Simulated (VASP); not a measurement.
# Hg (P6_3/mmc) in VASP: relaxation of cell and atoms with PBE

Aim: the relaxation of cell and atoms of Hg with PBE.

Program: VASP 6.6.1. These are calculated values, not measurements. Logs are shortened: lines on timing, memory, paths and dates and some standing lists are left out, and cuts for length are marked.

## (1) The cell of the first run

It takes space group P6_3/mmc (No. 194, hexagonal). The conventional cell has a = 3.598 Å, b = 3.598 Å, c = 5.583 Å, α = 90.00°, β = 90.00°, γ = 120.00°. Within 4.6 Å of Hg (site symmetry -6m2) lie 12 Hg at 3.48 to 3.60 Å.

## (2) Relaxation of cell and atoms, PBE

File INCAR:

```
  PREC = Accurate
  ENCUT = 600
  EDIFF = 1E-6
  ISMEAR = -1
  SIGMA = 0.05
  LREAL = False
  LASPH = True
  NELM = 80
  ALGO = Normal
  ISIF = 3
  LWAVE = False
  LCHARG = False
  GGA = PE
  IBRION = 2
  NSW = 45
  EDIFFG = -0.005
```

File KPOINTS:

```
regular mesh
0
Gamma
  14 14 8
```

File POSCAR:

```
Hg
1.0
    3.5976076671      0.0000000000      0.0000000000
   -1.7988038335      3.1156196325      0.0000000000
    0.0000000000      0.0000000000      5.5830455631
Hg
2
Direct
    0.3333333333      0.6666666667      0.2500000000
    0.6666666667      0.3333333333      0.7500000000
```

Potentials or basis: VASP PAW PBE potentials, release 64 (Hg).

On the command line:

```console
cat potpaw_PBE.64/Hg/POTCAR > POTCAR
mpirun -np 1 vasp_std > vasp.out
```

OUTCAR:

```text
PREC = Accurate
   ENCUT = 600
   EDIFF = 1E-6
   ISMEAR = -1
   LREAL = False
   LASPH = True
   NELM = 80
   ISIF = 3
   GGA = PE
   IBRION = 2
   NSW = 45
   EDIFFG = -0.005

 ion  position               nearest neighbor table
   1  0.333  0.667  0.250-   2 3.48   2 3.48   2 3.48   2 3.48   2 3.48   2 3.48
   2  0.667  0.333  0.750-   1 3.48   1 3.48   1 3.48   1 3.48   1 3.48   1 3.48

  LATTYP: Found a hexagonal cell.
 ALAT       =     3.5976076671
 C/A-ratio  =     1.5518772695

  Lattice vectors:

 A1 = (   3.5976076671,   0.0000000000,   0.0000000000)
 A2 = (  -1.7988038335,   3.1156196325,   0.0000000000)
 A3 = (   0.0000000000,   0.0000000000,   5.5830455631)

Analysis of symmetry for initial positions (statically):
=====================================================================
 Subroutine PRICEL returns:
 Original cell was already a primitive cell.

 Routine SETGRP: Setting up the symmetry group for a
 hexagonal supercell.

 Subroutine GETGRP returns: Found 24 space group operations
 (whereof 12 operations were pure point group operations)
 out of a pool of 24 trial point group operations.

The static configuration has the point symmetry D_3d.
 The point group associated with its full space group is D_6h.

Analysis of symmetry for dynamics (positions and initial velocities):
=====================================================================
 Subroutine PRICEL returns:
 Original cell was already a primitive cell.

 Routine SETGRP: Setting up the symmetry group for a
 hexagonal supercell.

 Subroutine GETGRP returns: Found 24 space group operations
 (whereof 12 operations were pure point group operations)
 out of a pool of 24 trial point group operations.

The dynamic configuration has the point symmetry D_3d.
 The point group associated with its full space group is D_6h.

 Subroutine INISYM returns: Found 24 space group operations
 (whereof 12 operations are pure point group operations),
 and found     1 'primitive' translations

----------------------------------------------------------------------------------------

                                     Primitive cell

  volume of cell :      62.5791

  direct lattice vectors                    reciprocal lattice vectors
     3.597607667  0.000000000  0.000000000     0.277962494  0.160481721  0.000000000
[... 96 lines left out ...]
   PSTRESS=    0.0 pullay stress
   NELECT =      24.0000    total number of electrons
   NUPDOWN=      -1.0000    fix difference up-down
   EMIN   =  10.00;   EMAX   =-10.00  energy-range for DOS
   EFERMI =   0.00;   METHOD = LEGACY
   ISMEAR =    -1;   SIGMA  =   0.05  broadening in eV -4-tet -1-fermi 0-gaus
   EFERMI_NEDOS =   21; number of points for ismear=-14 and -15
   IALGO  =     38    algorithm
   IMIX   =      4    mixing-type and parameters
     AMIX     =   0.40;   BMIX     =  1.00
     AMIX_MAG =   1.60;   BMIX_MAG =  1.00
  volume/ion in A,a.u.               =      31.29       211.15
  Fermi-wavevector in a.u.,A,eV,Ry     =   1.189421  2.247679 19.248452  1.414721
  Thomas-Fermi vector in A             =   2.325528
   LORBIT       =      0    0 simple, 1 ext, 2 COOP (PROOUT), +10 PAW based schemes
   GGA     = PE    functional components
   LHFCALC =     F    Hartree Fock is set to
   AEXX    =    0.0000 exact exchange contribution
   IVDW    =     0    specifies the selected vdW correction
   LEPSILON=     F    determine dielectric tensor
   LRPA    =     F    only Hartree local field effects (RPA)
 conjugate gradient relaxation of ions
 non-spin polarized calculation
  energy-cutoff  :      600.00
  volume of cell :       62.58
 maximum number of plane-waves:      2104
 NGX is ok and might be reduce to    30
   NGX = 15   NGY = 15   NGZ = 23

--------------------------------------- Ionic step        1  -------------------------------------------

 number of electron      24.0000001 magnetization

 Free energy of the ion-electron system (eV)
  ---------------------------------------------------
  ext. energy  EPLUGINS =         0.00000000
  ---------------------------------------------------
  free energy    TOTEN  =        -0.37789586 eV

  energy without entropy =       -0.37776046  energy(sigma->0) =       -0.37782816

------------------------ aborting loop because EDIFF is reached ----------------------------------------

  FORCE on cell =-STRESS in cart. coord.  units (eV):
  Direction    XX          YY          ZZ          XY          YZ          ZX
  --------------------------------------------------------------------------------------
  -------------------------------------------------------------------------------------
  Total        0.0306283      0.0306283      0.0419788      0.0000000      0.0000000      0.0000000
  in kB        0.7841590      0.7841590      1.0747586      0.0000000      0.0000000      0.0000000
  external PRESSURE =       0.8810255 kB  Pullay stress =       0.0000000 kB
[... 95 lines left out ...]
--------------------------------------- Ionic step        4  -------------------------------------------

 number of electron      24.0000003 magnetization

 Free energy of the ion-electron system (eV)
  ---------------------------------------------------
  ext. energy  EPLUGINS =         0.00000000
  ---------------------------------------------------
  free energy    TOTEN  =        -0.37805884 eV

  energy without entropy =       -0.37797981  energy(sigma->0) =       -0.37801932

 E-fermi :   0.3606     XC(G=0):  -9.2738

 val. band max:        0.1095101120   @ k =   0.2143   0.2143   0.0000
 cond. band min:       0.4918667236   @ k =   0.0000   0.0000   0.0000
 fundamental gap:      0.3823566116
 Fermi energy:         0.3606361325

 k-point     1 :       0.0000    0.0000    0.0000
  band No.  band energies     occupation
      1      -6.1865      2.00000
      2      -5.9022      2.00000
      3      -5.4297      2.00000
      4      -5.4297      2.00000
      5      -5.4034      2.00000
      6      -5.3498      2.00000
[... 433 lines left out ...]
      3      -5.5584      2.00000
      4      -5.4245      2.00000
      5      -5.3586      2.00000
      6      -5.3376      2.00000
[... 8 lines left out ...]
     15       5.0290      0.00000
     16       5.7927      0.00000

 [... further k-points ...]

------------------------ aborting loop because EDIFF is reached ----------------------------------------

  FORCE on cell =-STRESS in cart. coord.  units (eV):
  Direction    XX          YY          ZZ          XY          YZ          ZX
  --------------------------------------------------------------------------------------
  -------------------------------------------------------------------------------------
  Total       -0.0070114     -0.0070114     -0.0059329     -0.0000000      0.0000000      0.0000000
  in kB       -0.1771409     -0.1771409     -0.1498936     -0.0000000      0.0000000      0.0000000
  external PRESSURE =      -0.1680584 kB  Pullay stress =       0.0000000 kB
[... 17 lines left out ...]
  FREE ENERGIE OF THE ION-ELECTRON SYSTEM (eV)
  ---------------------------------------------------
  free  energy   TOTEN  =        -0.3780588448 eV

  energy  without entropy=       -0.3779798050  energy(sigma->0) =       -0.37801932

 reached required accuracy - stopping structural energy minimisation
```

Wall time 7.5 min (1 thread of Intel Xeon 8259CL, shared host); peak memory 0.29 GiB.

Results:

```yaml
Free_energy: -0.3781 eV
Relaxed_volume: 31.71 Å³/atom
Relaxed_cell: a = 3.612 Å, b = 3.612 Å, c = 5.613 Å, α = 90.00°, β = 90.00°, γ = 120.00°
Space_group_after_relaxing_to_0.1_Å: P6_3/mmc (No. 194)
Energy_gained_by_relaxing: 0.1 meV/atom
Ionic_steps: 4
Pressure_after_relaxing: 0.0 GPa
Band_gap_on_the_k_mesh: 0.38 eV (least direct gap 1.33 eV)
```

The path:
| step | energy change (eV) | largest force (eV/Å) | pressure (GPa) | volume (Å³) |
| --- | --- | --- | --- | --- |
| 1 | 0.0000 | 0.0000 | 0.09 | 62.58 |
| 2 | -0.0001 | 0.0000 | 0.07 | 62.74 |
| 3 | -0.0002 | 0.0000 | 0.02 | 63.20 |
| 4 | -0.0002 | 0.0000 | -0.02 | 63.42 |

Final structure:
```xyz
2
Lattice="3.6118 0.0000 0.0000 -1.8059 3.1279 0.0000 0.0000 0.0000 5.6133" Properties=species:S:1:pos:R:3 pbc="T T T"
Hg    0.0000    2.0853    1.4033
Hg    1.8059    1.0426    4.2099
```

Levels at points of the mesh, in eV from the valence-band top:
```csv
k point,band 10,band 11,band 12,band 13,band 14,band 15
"(0.00, 0.00, 0.00)",-4.99,-4.99,-1.00,0.38,10.31,10.31
"(0.50, 0.00, 0.00)",-4.91,-2.04,-1.26,2.67,3.73,4.41
"(0.00, 0.00, 0.50)",-5.11,-4.74,-4.74,6.70,6.70,11.27
"(0.50, 0.00, 0.50)",-4.97,-1.02,-1.02,0.86,0.86,8.17
```

Caveat: spin-orbit coupling is left out, which moves the levels of the heavy elements. A k mesh can miss the band edges.
